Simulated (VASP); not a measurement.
# Si2Ni (Fm-3m) in VASP: a series of runs

The runs below take Si2Ni through single point, with PBEsol.

All numbers are computed with VASP 6.6.1; they aren't measurements. Logs are shortened: lines on timing, memory, paths and dates and some standing lists are left out, and cuts for length are marked.

### 1 The cell of the first run

The structure is cubic, space group Fm-3m (No. 225). The conventional cell has a = 5.406 Å, b = 5.406 Å, c = 5.406 Å, α = 90.00°, β = 90.00°, γ = 90.00°. Ni (site symmetry m-3m) has 8 Si at 2.34 Å within 3.1 Å. Si (site symmetry -43m) has 4 Ni at 2.34 Å and 6 Si at 2.70 Å within 3.1 Å.

### 2 Single point, PBEsol, collinear spin, ferromagnetic start

INCAR

```
PREC     = Accurate       # precision mode
ENCUT    = 520            # plane-wave cutoff, eV
EDIFF    = 1E-6           # SCF threshold, eV
ISMEAR   = -1             # smearing method
SIGMA    = 0.05           # smearing width, eV
LREAL    = False          # projectors in reciprocal space
LASPH    = True           # aspherical terms in the spheres
NELM     = 150            # most SCF steps
ALGO     = Normal         # electronic algorithm
ISIF     = 2              # what is computed and relaxed
LWAVE    = False          # write WAVECAR
LCHARG   = False          # write CHGCAR
ISPIN    = 2              # spin polarisation
MAGMOM   = 0.5 0 0        # initial moments
LORBIT   = 11             # projections on sites
NUPDOWN  = 0.5            # fixed moment
LMAXMIX  = 4              # l up to which the mixer works
GGA      = PS             # functional
NBANDS   = 20             # bands
```

KPOINTS

```
Automatic mesh
0
Gamma
  7 7 7
```

POSCAR

```
Si2Ni
1.0
    0.0000000000      2.7030000000      2.7030000000
    2.7030000000      0.0000000000      2.7030000000
    2.7030000000      2.7030000000      0.0000000000
Ni Si
1 2
Direct
    0.0000000000      0.0000000000      0.0000000000
    0.7500000000      0.7500000000      0.7500000000
    0.2500000000      0.2500000000      0.2500000000
```

Potentials or basis: VASP PAW PBE potentials, release 64 (Ni, Si).

On the command line:

```
$ cat potpaw_PBE.64/Ni/POTCAR potpaw_PBE.64/Si/POTCAR > POTCAR
$ mpirun -np 1 vasp_std > vasp.out
```

OUTCAR:

```text
PREC = Accurate
   ENCUT = 520
   EDIFF = 1E-6
   ISMEAR = -1
   LREAL = False
   LASPH = True
   NELM = 150
   ISIF = 2
   ISPIN = 2
   LORBIT = 11
   NUPDOWN = 0.5
   GGA = PS

 ion  position               nearest neighbor table
   1  0.000  0.000  0.000-   2 2.34   2 2.34   3 2.34   3 2.34   2 2.34   2 2.34   3 2.34   3 2.34

   2  0.750  0.750  0.750-   1 2.34   1 2.34   1 2.34   1 2.34   3 2.70   3 2.70   3 2.70   3 2.70
                             3 2.70   3 2.70
   3  0.250  0.250  0.250-   1 2.34   1 2.34   1 2.34   1 2.34   2 2.70   2 2.70   2 2.70   2 2.70
                             2 2.70   2 2.70

  LATTYP: Found a face centered cubic cell.
 ALAT       =     5.4060000000

  Lattice vectors:

 A1 = (   0.0000000000,   2.7030000000,   2.7030000000)
 A2 = (   2.7030000000,   0.0000000000,   2.7030000000)
 A3 = (   2.7030000000,   2.7030000000,   0.0000000000)

Analysis of symmetry for initial positions (statically):
=====================================================================
 Subroutine PRICEL returns:
 Original cell was already a primitive cell.

 Routine SETGRP: Setting up the symmetry group for a
 face centered cubic supercell.

 Subroutine GETGRP returns: Found 48 space group operations
 (whereof 48 operations were pure point group operations)
 out of a pool of 48 trial point group operations.

The static configuration has the point symmetry O_h .

Analysis of symmetry for dynamics (positions and initial velocities):
=====================================================================
 Subroutine PRICEL returns:
 Original cell was already a primitive cell.

 Routine SETGRP: Setting up the symmetry group for a
 face centered cubic supercell.

 Subroutine GETGRP returns: Found 48 space group operations
 (whereof 48 operations were pure point group operations)
 out of a pool of 48 trial point group operations.

The dynamic configuration has the point symmetry O_h .

Analysis of structural, dynamic, and magnetic symmetry:
=====================================================================
 Subroutine PRICEL returns:
 Original cell was already a primitive cell.

 Routine SETGRP: Setting up the symmetry group for a
 face centered cubic supercell.

 Subroutine GETGRP returns: Found 48 space group operations
 (whereof 48 operations were pure point group operations)
 out of a pool of 48 trial point group operations.

The overall configuration has the point symmetry O_h .

 Subroutine INISYM returns: Found 48 space group operations
 (whereof 48 operations are pure point group operations),
 and found     1 'primitive' translations

----------------------------------------------------------------------------------------

                                     Primitive cell

  volume of cell :      39.4974

  direct lattice vectors                    reciprocal lattice vectors
     0.000000000  2.703000000  2.703000000    -0.184979652  0.184979652  0.184979652
     2.703000000  0.000000000  2.703000000     0.184979652 -0.184979652  0.184979652
     2.703000000  2.703000000  0.000000000     0.184979652  0.184979652 -0.184979652

  length of vectors
     3.822619259  3.822619259  3.822619259     0.320394156  0.320394156  0.320394156

  position of ions in fractional coordinates (direct lattice)
     0.000000000  0.000000000  0.000000000
     0.750000000  0.750000000  0.750000000
     0.250000000  0.250000000  0.250000000

  ion indices of the primitive-cell ions
   primitive index   ion index
                 1           1
                 2           2
                 3           3

----------------------------------------------------------------------------------------

 KPOINTS: Automatic mesh

Automatic generation of k-mesh.
 Grid dimensions read from file:
 generate k-points for:    7    7    7

 Generating k-lattice:

  Cartesian coordinates                     Fractional coordinates (reciprocal lattice)
    -0.026425665  0.026425665  0.026425665     0.142857143  0.000000000  0.000000000
     0.026425665 -0.026425665  0.026425665     0.000000000  0.142857143  0.000000000
     0.026425665  0.026425665 -0.026425665     0.000000000  0.000000000  0.142857143

  Length of vectors
     0.045770594  0.045770594  0.045770594

  Shift w.r.t. Gamma in fractional coordinates (k-lattice)
     0.000000000  0.000000000  0.000000000

 Subroutine IBZKPT returns following result:
 ===========================================

 Found     20 irreducible k-points:

 Following reciprocal coordinates:
            Coordinates               Weight
  0.000000  0.000000  0.000000      1.000000
  0.142857  0.000000  0.000000      8.000000
  0.285714  0.000000  0.000000      8.000000
  0.428571  0.000000  0.000000      8.000000
  0.142857  0.142857  0.000000      6.000000
  0.285714  0.142857  0.000000     24.000000
[... 12 lines left out ...]
 -0.428571  0.428571  0.142857     24.000000
 -0.285714  0.428571  0.142857     24.000000
   k-points           NKPTS =     20   k-points in BZ     NKDIM =     20   number of bands    NBANDS=     20
   number of dos      NEDOS =    301   number of ions     NIONS =      3
   total plane-waves  NPLWV =  21952
   dimension x,y,z NGX =    28 NGY =   28 NGZ =   28
   dimension x,y,z NGXF=    56 NGYF=   56 NGZF=   56
   ions per type =               1   2
   NGX,Y,Z   is equivalent  to a cutoff of  12.18, 12.18, 12.18 a.u.
   NGXF,Y,Z  is equivalent  to a cutoff of  24.35, 24.35, 24.35 a.u.
 SYSTEM =  unknown system
   PREC   = accura    normal or accurate (medium, high low for compatibility)
   ISTART =      0    job   : 0-new  1-cont  2-samecut
   ICHARG =      2    charge: 1-file 2-atom 10-const
   ISPIN  =      2    spin polarized calculation?
   LNONCOLLINEAR =      F non collinear calculations
   LSORBIT =      F    spin-orbit coupling
   LASPH  =      T    aspherical Exc in radial PAW
   ENCUT  =  520.0 eV  38.22 Ry    6.18 a.u.   7.11  7.11  7.11*2*pi/ulx,y,z
   NELM   =    150;   NELMIN=  2; NELMDL= -5     # of ELM steps
   EDIFF  = 0.1E-05   stopping-criterion for ELM
   LREAL  =      F    real-space projection
   EDIFFG = 0.1E-04   stopping-criterion for IOM
   NSW    =      0    number of steps for IOM
   IBRION =     -1    ionic relax: 0-MD 1-quasi-New 2-CG
   NFREE  =      0    steps in history (QN), initial steepest desc. (CG)
   ISIF   =      2    stress and relaxation
   ISYM   =      2    0-nonsym 1-usesym 2-fastsym
   POTIM  = 0.5000    time-step for ionic-motion
   TEBEG  =    0.0;   TEEND  =   0.0 temperature during run
   PSTRESS=    0.0 pullay stress
   NELECT =      18.0000    total number of electrons
   NUPDOWN=       0.5000    fix difference up-down
   EMIN   =  10.00;   EMAX   =-10.00  energy-range for DOS
   EFERMI =   0.00;   METHOD = LEGACY
   ISMEAR =    -1;   SIGMA  =   0.05  broadening in eV -4-tet -1-fermi 0-gaus
   EFERMI_NEDOS =   21; number of points for ismear=-14 and -15
   IALGO  =     38    algorithm
   IMIX   =      4    mixing-type and parameters
     AMIX     =   0.40;   BMIX     =  1.00
     AMIX_MAG =   1.60;   BMIX_MAG =  1.00
  volume/ion in A,a.u.               =      13.17        88.85
  Fermi-wavevector in a.u.,A,eV,Ry     =   1.259823  2.380721 21.594550  1.587155
  Thomas-Fermi vector in A             =   2.393364
   LORBIT       =     11    0 simple, 1 ext, 2 COOP (PROOUT), +10 PAW based schemes
   GGA     = PS    functional components
   LHFCALC =     F    Hartree Fock is set to
   AEXX    =    0.0000 exact exchange contribution
   IVDW    =     0    specifies the selected vdW correction
   LEPSILON=     F    determine dielectric tensor
   LRPA    =     F    only Hartree local field effects (RPA)
 spin polarized calculation
  energy-cutoff  :      520.00
  volume of cell :       39.50
 maximum number of plane-waves:      1073
   NGX = 15   NGY = 15   NGZ = 15

 number of electron      17.9999999 magnetization       0.5000000

 Free energy of the ion-electron system (eV)
  ---------------------------------------------------
  ext. energy  EPLUGINS =         0.00000000
  ---------------------------------------------------
  free energy    TOTEN  =       -18.85109185 eV

  energy without entropy =      -18.84104169  energy(sigma->0) =      -18.84606677

 E-fermi :   9.7540     XC(G=0): -11.7011

 val. band max:       10.7502994002   @ k =  -0.4286   0.4286   0.1429
 cond. band min:       9.7904688802   @ k =  -0.2857   0.1429   0.0000
 fundamental gap:     -0.9598305200
 Fermi energy:        10.7853157336

 spin component 1

 k-point     1 :       0.0000    0.0000    0.0000
  band No.  band energies     occupation
      1      -3.5574      1.00000
      2       5.0380      1.00000
      3       5.0380      1.00000
      4       5.0380      1.00000
      5       6.7523      1.00000
      6       6.7523      1.00000
[... 12 lines left out ...]
     19      19.2650      0.00000
[... 420 lines left out ...]
      3       3.1869      1.00000
      4       4.2561      1.00000
      5       6.3466      1.00000
      6       6.3921      1.00000
[... 12 lines left out ...]
     19      23.6913      0.00000
     20      26.7913      0.00000
 Fermi energy:         9.7539657937

 spin component 2

 k-point     1 :       0.0000    0.0000    0.0000
  band No.  band energies     occupation
      1      -3.4314      1.00000
      2       5.2463      1.00000
      3       5.2463      1.00000
      4       5.2463      1.00000
      5       6.9272      1.00000
      6       6.9272      1.00000
[... 12 lines left out ...]
     19      19.3928      0.00000
[... 421 lines left out ...]
      4       4.3883      1.00000
      5       6.5524      1.00000
      6       6.6417      1.00000
[... 12 lines left out ...]
     19      23.8410      0.00000
     20      26.9127      0.00000

------------------------ aborting loop because EDIFF is reached ----------------------------------------

  FORCE on cell =-STRESS in cart. coord.  units (eV):
  Direction    XX          YY          ZZ          XY          YZ          ZX
  --------------------------------------------------------------------------------------
  -------------------------------------------------------------------------------------
  Total        0.0015917      0.0015917      0.0015917     -0.0000000     -0.0000000     -0.0000000
  in kB        0.0645679      0.0645679      0.0645679     -0.0000000     -0.0000000     -0.0000000
  external PRESSURE =       0.0645679 kB  Pullay stress =       0.0000000 kB

 VOLUME and BASIS-vectors are now :
 -----------------------------------------------------------------------------
  energy-cutoff  :      520.00
  volume of cell :       39.50
      direct lattice vectors                 reciprocal lattice vectors
     0.000000000  2.703000000  2.703000000    -0.184979652  0.184979652  0.184979652
     2.703000000  0.000000000  2.703000000     0.184979652 -0.184979652  0.184979652
     2.703000000  2.703000000  0.000000000     0.184979652  0.184979652 -0.184979652

 POSITION                                       TOTAL-FORCE (eV/Angst)
 -----------------------------------------------------------------------------------
      0.00000      0.00000      0.00000        -0.000000     -0.000000     -0.000000
      4.05450      4.05450      4.05450        -0.000000     -0.000000     -0.000000
      1.35150      1.35150      1.35150         0.000000      0.000000      0.000000
 -----------------------------------------------------------------------------------
    total drift:                               -0.000000     -0.000000      0.000000

  FREE ENERGIE OF THE ION-ELECTRON SYSTEM (eV)
  ---------------------------------------------------
  free  energy   TOTEN  =       -18.8510918494 eV

  energy  without entropy=      -18.8410416859  energy(sigma->0) =      -18.84606677

 total charge

# of ion       s       p       d       tot
------------------------------------------
    1        0.566   0.791   8.465   9.823
    2        0.746   0.839   0.000   1.586
    3        0.746   0.839   0.000   1.586
--------------------------------------------------
tot          2.059   2.470   8.465  12.994

 magnetization (x)

# of ion       s       p       d       tot
------------------------------------------
    1       -0.000   0.022   0.222   0.244
    2        0.040   0.026   0.000   0.065
    3        0.040   0.026   0.000   0.065
--------------------------------------------------
tot          0.079   0.074   0.222   0.375
```

It took 47 s on 1 thread of Intel Xeon Platinum 8259CL at 2.50GHz (Skylake/Cascade Lake), shared host; peak memory 0.18 GiB.

What came out:

```
Free energy                                           : -18.8511 eV
Pressure                                              : 0.0 GPa
Net moment                                            : 0.50 μB per cell
Site moments                                          : Ni +0.24; Si +0.07 μB
Valence electrons inside the program's atomic spheres : Ni 9.82; Si 1.59
```

Caveat: the PAW data sets were made with another functional, which shifts forces and pressure a little; the total moment is fixed, so each spin has its own Fermi level.

### 3 Single point, PBEsol, collinear spin, ferromagnetic start

INCAR

```
  PREC = Accurate
  ENCUT = 520
  EDIFF = 1E-6
  ISMEAR = -1
  SIGMA = 0.05
  LREAL = False
  LASPH = True
  NELM = 150
  ALGO = Normal
  ISIF = 2
  LWAVE = False
  LCHARG = False
  ISPIN = 2
  MAGMOM = 0.8 0 0
  LORBIT = 11
  NUPDOWN = 0.8
  LMAXMIX = 4
  GGA = PS
  NBANDS = 20
```

KPOINTS

```
regular mesh
0
Gamma
  7 7 7
```

POSCAR is that of step 2.

Potentials or basis: VASP PAW PBE potentials, release 64 (Ni, Si).

On the command line:

```
$ cat potpaw_PBE.64/Ni/POTCAR potpaw_PBE.64/Si/POTCAR > POTCAR
$ mpirun -np 1 vasp_std > vasp.out
```

Wall time 48 s (1 thread of Intel Xeon Platinum 8259CL at 2.50GHz (Skylake/Cascade Lake), shared host); peak memory 0.18 GiB.

Results (log left out):

- Free energy: -18.6477 eV
- Pressure: 1.3 GPa
- Net moment: 0.80 μB per cell
- Site moments: Ni +0.36; Si +0.10 μB
- Valence electrons inside the program's atomic spheres: Ni 9.82; Si 1.59

Caveat: the PAW data sets were made with another functional, which shifts forces and pressure a little; the total moment is fixed, so each spin has its own Fermi level.
